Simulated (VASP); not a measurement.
# Al (P1) in VASP: a series of runs

The runs below take Al through single point, with PBE+D3(BJ).

All numbers are computed with VASP 6.6.1; they aren't measurements. Logs are shortened: lines on timing, memory, paths and dates and some standing lists are left out, and cuts for length are marked.

## (1) The cell of the first run

The typed cell holds 8 atoms: a = 2.814 Å, b = 2.814 Å, c = 18.701 Å, α = 82.07°, β = 82.80°, γ = 60.00°.

## (2) Single point, PBE+D3(BJ)

Input file INCAR:

```
SYSTEM = Al
ALGO = Fast
EDIFF = 1E-6
ENCUT = 520
GGA = PE
ISIF = 2
ISMEAR = 0
IVDW = 12
LASPH = .TRUE.
LCHARG = .FALSE.
LREAL = .FALSE.
LWAVE = .FALSE.
NBANDS = 22
NELM = 100
PREC = Accurate
SIGMA = 0.15
```

Input file KPOINTS:

```
k-points
0
G
  16 16 2
  0 0 0
```

Input file POSCAR:

```
Al
1.0
   -2.8144222649      0.0000000000      0.0000000000
   -1.4072111325     -2.4373611784      0.0000000000
   -2.3453518874     -1.6249074522     18.4820941423
Al
8
Direct
    0.9687500000      0.9583333333      0.0625000000
    0.7187500000      0.6250000000      0.5625000000
   -0.0104166667     -0.1250000000      0.6875000000
    0.2395833333      0.2083333333      0.1875000000
   -0.4062500000     -0.5416666667      0.8125000000
   -0.1562500000     -0.2083333333      0.3125000000
    0.1979166667      0.0416666667      0.9375000000
    0.4479166667      0.3750000000      0.4375000000
```

Potentials or basis: VASP PAW PBE potentials, release 64 (Al).

Launch:

```bash
$ cat potpaw_PBE.64/Al/POTCAR > POTCAR
$ mpirun -np 1 vasp_std > vasp.out
```

OUTCAR:

```text
SYSTEM = Al
   EDIFF = 1E-6
   ENCUT = 520
   GGA = PE
   ISIF = 2
   ISMEAR = 0
   IVDW = 12
   LASPH = .TRUE.
   LREAL = .FALSE.
   NELM = 100
   PREC = Accurate
 IVDW          = 12

 ion  position               nearest neighbor table
   1  0.969  0.958  0.062-   7 2.36   4 2.82   4 2.82   4 2.82   7 3.29
   2  0.719  0.625  0.562-   3 2.82   8 2.82   8 2.82   3 2.82   8 2.82   3 2.82
   3  0.990  0.875  0.688-   5 2.82   2 2.82   2 2.82   5 2.82   5 2.82   2 2.82
   4  0.240  0.208  0.188-   6 2.82   1 2.82   1 2.82   6 2.82   1 2.82   6 2.82
   5  0.594  0.458  0.812-   7 2.82   3 2.82   3 2.82   7 2.82   3 2.82   7 2.82
   6  0.844  0.792  0.312-   4 2.82   8 2.82   8 2.82   8 2.82   4 2.82   4 2.82
   7  0.198  0.042  0.938-   1 2.36   5 2.82   5 2.82   5 2.82   1 3.29
   8  0.448  0.375  0.438-   6 2.82   2 2.82   2 2.82   6 2.82   6 2.82   2 2.82

  LATTYP: Found a triclinic cell.
 ALAT       =     2.8144222649
 B/A-ratio  =     1.0000000000
 C/A-ratio  =     6.6069852971
 COS(alpha) =     0.0126129134
 COS(beta)  =     0.1009033071
 COS(gamma) =     0.5000000000

  Lattice vectors:

 A1 = (  -2.8144222649,   0.0000000000,   0.0000000000)
 A2 = (  -1.4072111324,   2.4373611784,   0.0000000000)
 A3 = (  -1.8762815100,  -0.8124537262, -18.4820941423)

Analysis of symmetry for initial positions (statically):
=====================================================================
 Subroutine PRICEL returns:
 Original cell was already a primitive cell.

 Routine SETGRP: Setting up the symmetry group for a
 triclinic supercell.

 Subroutine GETGRP returns: Found  1 space group operations
 (whereof  1 operations were pure point group operations)
 out of a pool of  2 trial point group operations.

The static configuration has the point symmetry C_1 .

Analysis of symmetry for dynamics (positions and initial velocities):
=====================================================================
 Subroutine PRICEL returns:
 Original cell was already a primitive cell.

 Routine SETGRP: Setting up the symmetry group for a
 triclinic supercell.

 Subroutine GETGRP returns: Found  1 space group operations
 (whereof  1 operations were pure point group operations)
 out of a pool of  2 trial point group operations.

The dynamic configuration has the point symmetry C_1 .

 Subroutine INISYM returns: Found  1 space group operations
 (whereof  1 operations are pure point group operations),
 and found     1 'primitive' translations

----------------------------------------------------------------------------------------

                                     Primitive cell

  volume of cell :     126.7828

  direct lattice vectors                    reciprocal lattice vectors
    -2.814422265  0.000000000  0.000000000    -0.355312709  0.205139888 -0.027053211
    -1.407211133 -2.437361178  0.000000000     0.000000000 -0.410279777 -0.036070949
    -2.345351887 -1.624907452 18.482094142     0.000000000  0.000000000  0.054106423

  length of vectors
     2.814422265  2.814422265 18.701037500     0.411170733  0.411862366  0.054106423

  position of ions in fractional coordinates (direct lattice)
     0.968750000  0.958333333  0.062500000
     0.718750000  0.625000000  0.562500000
     0.989583333  0.875000000  0.687500000
     0.239583333  0.208333333  0.187500000
     0.593750000  0.458333333  0.812500000
     0.843750000  0.791666667  0.312500000
     0.197916667  0.041666667  0.937500000
     0.447916667  0.375000000  0.437500000

  ion indices of the primitive-cell ions
   primitive index   ion index
                 1           1
                 2           2
                 3           3
                 4           4
                 5           5
                 6           6
                 7           7
                 8           8

----------------------------------------------------------------------------------------

 KPOINTS: k-points

Automatic generation of k-mesh.
 Grid dimensions read from file:
 generate k-points for:   16   16    2

 Generating k-lattice:

  Cartesian coordinates                     Fractional coordinates (reciprocal lattice)
    -0.022207044  0.012821243 -0.001690826     0.062500000  0.000000000  0.000000000
     0.000000000 -0.025642486 -0.002254434     0.000000000  0.062500000  0.000000000
     0.000000000  0.000000000  0.027053211     0.000000000  0.000000000  0.500000000

  Length of vectors
     0.025698171  0.025741398  0.027053211

  Shift w.r.t. Gamma in fractional coordinates (k-lattice)
     0.000000000  0.000000000  0.000000000

 Subroutine IBZKPT returns following result:
 ===========================================

 Found    260 irreducible k-points:

 Following reciprocal coordinates:
            Coordinates               Weight
  0.000000  0.000000  0.000000      1.000000
  0.062500  0.000000  0.000000      2.000000
  0.125000  0.000000  0.000000      2.000000
  0.187500  0.000000  0.000000      2.000000
  0.250000  0.000000  0.000000      2.000000
  0.312500  0.000000 -0.000000      2.000000
[... 16 lines left out ...]
 -0.187500  0.062500  0.000000      2.000000
 -0.125000  0.062500  0.000000      2.000000
 [... further k-points ...]
   k-points           NKPTS =    260   k-points in BZ     NKDIM =    260   number of bands    NBANDS=     22
   number of dos      NEDOS =    301   number of ions     NIONS =      8
   total plane-waves  NPLWV =  80640
   dimension x,y,z NGX =    24 NGY =   24 NGZ =  140
   dimension x,y,z NGXF=    48 NGYF=   48 NGZF=  280
   ions per type =               8
   NGX,Y,Z   is equivalent  to a cutoff of  14.18, 14.18, 12.45 a.u.
   NGXF,Y,Z  is equivalent  to a cutoff of  28.35, 28.35, 24.89 a.u.
 SYSTEM =  Al
   PREC   = accura    normal or accurate (medium, high low for compatibility)
   ISTART =      0    job   : 0-new  1-cont  2-samecut
   ICHARG =      2    charge: 1-file 2-atom 10-const
   ISPIN  =      1    spin polarized calculation?
   LNONCOLLINEAR =      F non collinear calculations
   LSORBIT =      F    spin-orbit coupling
   LASPH  =      T    aspherical Exc in radial PAW
   ENCUT  =  520.0 eV  38.22 Ry    6.18 a.u.   5.23  5.23 34.77*2*pi/ulx,y,z
   NELM   =    100;   NELMIN=  2; NELMDL= -5     # of ELM steps
   EDIFF  = 0.1E-05   stopping-criterion for ELM
   LREAL  =      F    real-space projection
   EDIFFG = 0.1E-04   stopping-criterion for IOM
   NSW    =      0    number of steps for IOM
   IBRION =     -1    ionic relax: 0-MD 1-quasi-New 2-CG
   NFREE  =      0    steps in history (QN), initial steepest desc. (CG)
   ISIF   =      2    stress and relaxation
   ISYM   =      2    0-nonsym 1-usesym 2-fastsym
   POTIM  = 0.5000    time-step for ionic-motion
   TEBEG  =    0.0;   TEEND  =   0.0 temperature during run
   PSTRESS=    0.0 pullay stress
   NELECT =      24.0000    total number of electrons
   NUPDOWN=      -1.0000    fix difference up-down
   EMIN   =  10.00;   EMAX   =-10.00  energy-range for DOS
   EFERMI =   0.00;   METHOD = LEGACY
   ISMEAR =     0;   SIGMA  =   0.15  broadening in eV -4-tet -1-fermi 0-gaus
   EFERMI_NEDOS =   21; number of points for ismear=-14 and -15
   IALGO  =     68    algorithm
   IMIX   =      4    mixing-type and parameters
     AMIX     =   0.40;   BMIX     =  1.00
     AMIX_MAG =   1.60;   BMIX_MAG =  1.00
  volume/ion in A,a.u.               =      15.85       106.95
  Fermi-wavevector in a.u.,A,eV,Ry     =   0.939994  1.776331 12.021957  0.883589
  Thomas-Fermi vector in A             =   2.067362
   LORBIT       =      0    0 simple, 1 ext, 2 COOP (PROOUT), +10 PAW based schemes
   GGA     = PE    functional components
   LHFCALC =     F    Hartree Fock is set to
   AEXX    =    0.0000 exact exchange contribution
   IVDW    =    12    specifies the selected vdW correction
   LEPSILON=     F    determine dielectric tensor
   LRPA    =     F    only Hartree local field effects (RPA)
 non-spin polarized calculation
 RMM-DIIS sequential band-by-band and
 Gauss-broadening in eV      SIGMA  =   0.15
  energy-cutoff  :      520.00
  volume of cell :      126.78
 maximum number of plane-waves:      3444
 NGX is ok and might be reduce to    24
   NGX = 11   NGY = 11   NGZ = 69

 number of electron      24.0000000 magnetization

 Free energy of the ion-electron system (eV)
  ---------------------------------------------------
  ext. energy  EPLUGINS =         0.00000000
  ---------------------------------------------------
  free energy    TOTEN  =       -29.38930328 eV

  energy without entropy =      -29.35453855  energy(sigma->0) =      -29.37192091

 E-fermi :   8.3816     XC(G=0): -10.3394

 val. band max:        8.3801935616   @ k =  -0.4375   0.3125  -0.0000
 cond. band min:       8.3831075229   @ k =  -0.3750   0.1875   0.5000
 fundamental gap:      0.0029139613
 Fermi energy:         8.3815574536

 k-point     1 :       0.0000    0.0000    0.0000
  band No.  band energies     occupation
      1      -2.9959      2.00000
      2      -2.5782      2.00000
      3      -2.5427      2.00000
      4      -1.2816      2.00000
      5      -1.2604      2.00000
      6       0.8497      2.00000
[... 14 lines left out ...]
     21      19.7670      0.00000
     22      19.8849      0.00000

 k-point     2 :       0.0625    0.0000    0.0000
  band No.  band energies     occupation
      1      -2.8982      2.00000
      2      -2.4952      2.00000
      3      -2.4308      2.00000
      4      -1.2289      2.00000
      5      -1.1203      2.00000
      6       0.8668      2.00000
[... 14 lines left out ...]
     21      18.5535      0.00000
     22      18.8528      0.00000
[... 523 lines left out ...]
     21      14.6502      0.00000
     22      15.1758      0.00000

 k-point    24 :      -0.1250    0.0625    0.0000
  band No.  band energies     occupation
      1      -2.3164      2.00000
      2      -1.9080      2.00000
      3      -1.8580      2.00000
      4      -0.6367      2.00000
      5      -0.5635      2.00000
      6       1.4587      2.00000
[... 14 lines left out ...]
     21      16.0295      0.00000
     22      16.3189      0.00000

 [... further k-points ...]

------------------------ aborting loop because EDIFF is reached ----------------------------------------

 Edisp (eV)   -2.80621

 E8    (eV) :    -1.2556

  FORCE on cell =-STRESS in cart. coord.  units (eV):
  Direction    XX          YY          ZZ          XY          YZ          ZX
  --------------------------------------------------------------------------------------
  -------------------------------------------------------------------------------------
  Total       0.01383    -0.05983     4.54783    -0.14170    -0.07516     0.99707
  in kB       0.17478    -0.75615    57.47174    -1.79063    -0.94976    12.60010
  external pressure =       18.96 kB  Pullay stress =        0.00 kB

 VOLUME and BASIS-vectors are now :
 -----------------------------------------------------------------------------
  energy-cutoff  :      520.00
  volume of cell :      126.78
      direct lattice vectors                 reciprocal lattice vectors
    -2.814422265  0.000000000  0.000000000    -0.355312709  0.205139888 -0.027053211
    -1.407211133 -2.437361178  0.000000000     0.000000000 -0.410279777 -0.036070949
    -2.345351887 -1.624907452 18.482094142     0.000000000  0.000000000  0.054106423

 POSITION                                       TOTAL-FORCE (eV/Angst)
 -----------------------------------------------------------------------------------
     -4.22163     -2.43736      1.15513         0.521588      0.010847      1.737635
     -4.22163     -2.43736     10.39618         0.003641     -0.000287     -0.026319
     -5.62884     -3.24981     12.70644         0.011454      0.001507      0.000007
     -1.40721     -0.81245      3.46539        -0.009243     -0.011851     -0.002982
     -4.22163     -2.43736     15.01670         0.006036     -0.009860      0.073598
     -4.22163     -2.43736      5.77565         0.008980      0.000271     -0.002126
     -2.81442     -1.62491     17.32696        -0.536995      0.010017     -1.790857
     -2.81442     -1.62491      8.08592        -0.005461     -0.000645      0.011043
 -----------------------------------------------------------------------------------
    total drift:                               -0.000008     -0.000001      0.000003

  FREE ENERGIE OF THE ION-ELECTRON SYSTEM (eV)
  ---------------------------------------------------
  free  energy   TOTEN  =       -32.1955171219 eV

  energy  without entropy=      -32.1607523866  energy(sigma->0) =      -32.17813475
```

Wall time 26 min (1 thread of AMD EPYC, shared host); peak memory 0.59 GiB.

What came out:

```
Free energy                : -32.1955 eV
Pressure                   : 1.9 GPa
Largest force              : 1.870 eV/Å
Band gap on the k mesh     : zero (bands 12 and 13 overlap by 5.55 eV)
Dispersion energy per atom : -0.351 eV
```

Forces on the atoms (eV/Å):
```
Al   0.522  0.011  1.738
Al   0.004  0.000 -0.026
Al   0.011  0.002  0.000
Al  -0.009 -0.012 -0.003
Al   0.006 -0.010  0.074
Al   0.009  0.000 -0.002
Al  -0.537  0.010 -1.791
Al  -0.005 -0.001  0.011
```

Caveat: forces of over 1 eV/Å act on the atoms, so gaps and moduli don't describe the material at rest.

## (3) Single point, PBE+D3(BJ)

Input file INCAR:

```
  PREC = Accurate
  ENCUT = 520
  EDIFF = 1E-6
  ISMEAR = 0
  SIGMA = 0.15
  LREAL = F
  LASPH = T
  NELM = 100
  ALGO = Fast
  ISIF = 2
  LWAVE = F
  LCHARG = F
  GGA = PE
  IVDW = 12
  NBANDS = 22
```

Input file KPOINTS:

```
regular mesh
0
Gamma
  16 16 2
```

Input file POSCAR:

```
Al
1.0
   -2.8144222649      0.0000000000      0.0000000000
   -1.4072111325     -2.4373611784      0.0000000000
   -0.4690703775     -0.8124537261     18.4820941423
Al
8
Direct
    1.0000000000      0.9791666667      0.0625000000
    1.0000000000      0.8125000000      0.5625000000
    0.3333333333      0.1041666667      0.6875000000
    0.3333333333      0.2708333333      0.1875000000
    0.0000000000     -0.2708333333      0.8125000000
    0.0000000000     -0.1041666667      0.3125000000
    0.6666666667      0.3541666667      0.9375000000
    0.6666666667      0.5208333333      0.4375000000
```

Potentials or basis: VASP PAW PBE potentials, release 64 (Al).

Launch:

```bash
$ cat potpaw_PBE.64/Al/POTCAR > POTCAR
$ mpirun -np 1 vasp_std > vasp.out
```

It took 24 min on 1 thread of AMD EPYC, shared host; peak memory 0.59 GiB.

It converged, with:

```yaml
Free_energy: -32.4521 eV
Pressure: 0.9 GPa
Largest_force: 0.885 eV/Å
Band_gap_on_the_k_mesh: zero (bands 12 and 13 overlap by 5.61 eV)
Dispersion_energy_per_atom: -0.351 eV
```

Forces on the atoms (eV/Å):
```
Al  -0.264  0.404  0.681
Al   0.000  0.002 -0.013
Al  -0.009  0.004 -0.009
Al   0.033  0.007  0.011
Al   0.026  0.022  0.053
Al  -0.007  0.008  0.003
Al   0.219 -0.447 -0.731
Al   0.002 -0.001  0.005
```

Stress tensor (GPa, compression positive):
```
-0.07 -0.27 -0.63
-0.27 -0.01  1.29
-0.63  1.29  2.62
```

Levels at points of the mesh, in eV from the Fermi level:
```tsv
k point	band 8	band 9	band 10	band 11	band 12	band 13	band 14	band 15	band 16	band 17
(0.00, 0.00, 0.00)	-4.78	-4.49	-0.97	-0.95	3.38	3.44	8.24	8.38	11.10	11.14
(0.50, 0.00, 0.00)	-3.96	-3.35	-3.29	-1.91	-1.89	-1.21	-1.21	0.79	1.26	1.35
(0.00, 0.50, 0.00)	-3.75	-3.65	-3.01	-2.18	-1.76	-1.39	-0.83	0.56	0.81	1.79
(0.50, 0.50, 0.00)	-3.77	-3.63	-3.09	-2.29	-1.62	-1.48	-0.82	0.45	1.00	1.63
(0.00, 0.00, 0.50)	-6.20	-2.89	-2.88	1.13	1.16	5.78	5.85	10.53	10.88	11.11
(0.50, 0.00, 0.50)	-4.40	-2.72	-2.71	-2.67	-2.66	-0.28	-0.26	-0.17	-0.17	2.88
(0.00, 0.50, 0.50)	-4.18	-3.14	-2.90	-2.54	-2.08	-0.89	-0.52	0.07	0.47	2.22
(0.50, 0.50, 0.50)	-4.07	-3.31	-2.83	-2.44	-2.28	-0.85	-0.50	0.14	0.34	2.34
```

## (4) Single point, PBE+D3(BJ)

Input file INCAR:

```
SYSTEM = Al
PREC = Accurate ; ENCUT = 520
EDIFF = 1E-6 ; ISMEAR = 0
SIGMA = 0.15 ; LREAL = .False.
LASPH = .True. ; NELM = 60
ALGO = Fast ; ISIF = 2
LWAVE = .False. ; LCHARG = .True.
GGA = PE ; IVDW = 12
LELF = .True. ; LVHAR = .True.
NBANDS = 22
```

Input file KPOINTS:

```
Automatic mesh
0
Gamma
  16 16 2
  0 0 0
```

Input file POSCAR:

```
Al
1.0
   -2.8144222649      0.0000000000      0.0000000000
   -1.4072111325     -2.4373611784      0.0000000000
   -1.1726759437     -0.8124537261     18.4820941423
Al
8
Direct
    0.9843750000      0.9791666667      0.0625000000
    0.8593750000      0.8125000000      0.5625000000
    0.1614583333      0.1041666667      0.6875000000
    0.2864583333      0.2708333333      0.1875000000
   -0.2031250000     -0.2708333333      0.8125000000
   -0.0781250000     -0.1041666667      0.3125000000
    0.4322916667      0.3541666667      0.9375000000
    0.5572916667      0.5208333333      0.4375000000
```

Launch:

```bash
$ cat potpaw_PBE.64/Al/POTCAR > POTCAR
$ mpirun -np 1 vasp_std > vasp.out
```

It took 5.2 min on 1 thread of Intel Xeon 6975P-C (Granite Rapids), shared host; peak memory 0.62 GiB.

It converged, with:

| Property | Result |
| --- | --- |
| Free energy | -32.6123 eV |
| Pressure | 0.2 GPa |
| Largest force | 0.170 eV/Å |
| Band gap on the k mesh | zero (bands 12 and 13 overlap by 5.51 eV) |
| Dispersion energy per atom | -0.351 eV |

Forces in eV/Å, atoms in the order of the input:
```
Al  -0.138  0.036  0.021
Al   0.001  0.000 -0.004
Al  -0.006  0.000 -0.017
Al   0.018  0.000  0.053
Al   0.016  0.002  0.068
Al  -0.005  0.001  0.005
Al   0.114 -0.038 -0.120
Al   0.000  0.000 -0.006
```

Stress tensor (GPa, compression positive):
```
-0.11  0.08 -0.25
 0.08 -0.09  0.19
-0.25  0.19  0.78
```

Levels at points of the mesh, in eV from the Fermi level:
| k point | band 10 | band 11 | band 12 | band 13 | band 14 | band 15 |
| --- | --- | --- | --- | --- | --- | --- |
| (0.00, 0.00, 0.00) | -0.95 | -0.95 | 3.42 | 3.43 | 8.36 | 8.38 |
| (0.50, 0.00, 0.00) | -3.07 | -2.13 | -1.61 | -1.51 | -0.92 | 0.66 |
| (0.00, 0.50, 0.00) | -3.01 | -2.19 | -1.75 | -1.38 | -0.82 | 0.56 |
| (0.50, 0.50, 0.00) | -2.95 | -2.48 | -1.95 | -1.06 | -0.60 | 0.18 |
| (0.00, 0.00, 0.50) | -2.88 | 1.15 | 1.16 | 5.84 | 5.85 | 10.80 |
| (0.50, 0.00, 0.50) | -2.86 | -2.57 | -2.22 | -0.72 | -0.46 | 0.02 |
| (0.00, 0.50, 0.50) | -2.90 | -2.53 | -2.08 | -0.89 | -0.53 | 0.09 |
| (0.50, 0.50, 0.50) | -2.96 | -2.25 | -1.90 | -1.25 | -0.73 | 0.46 |

## (5) Summary

| cell | gap on the mesh (eV) | pressure (GPa) | largest force (eV/Å) |
| --- | --- | --- | --- |
| a = 2.814, b = 2.814, c = 18.701 Å, angles 82.1, 82.8, 60.0°, 8 atoms | none | 1.9 | 1.87 |
| a = 2.814, b = 2.814, c = 18.506 Å, angles 87.1, 88.5, 60.0°, 8 atoms | none | 0.9 | 0.88 |
| a = 2.814, b = 2.814, c = 18.537 Å, angles 86.0, 86.4, 60.0°, 8 atoms | none | 0.2 | 0.17 |

Alike in all rows: task single point; level PBE+D3(BJ); potentials or basis VASP PAW PBE potentials, release 64 (Al); no spin polarisation; k mesh 16 × 16 × 2; cutoff (eV) 520; smearing gaussian 0.15 eV.

Caveats: forces of over 1 eV/Å act on the atoms, so gaps and moduli don't describe the material at rest (at least some runs).

Absolute energies hang on the potentials; compare differences alone.
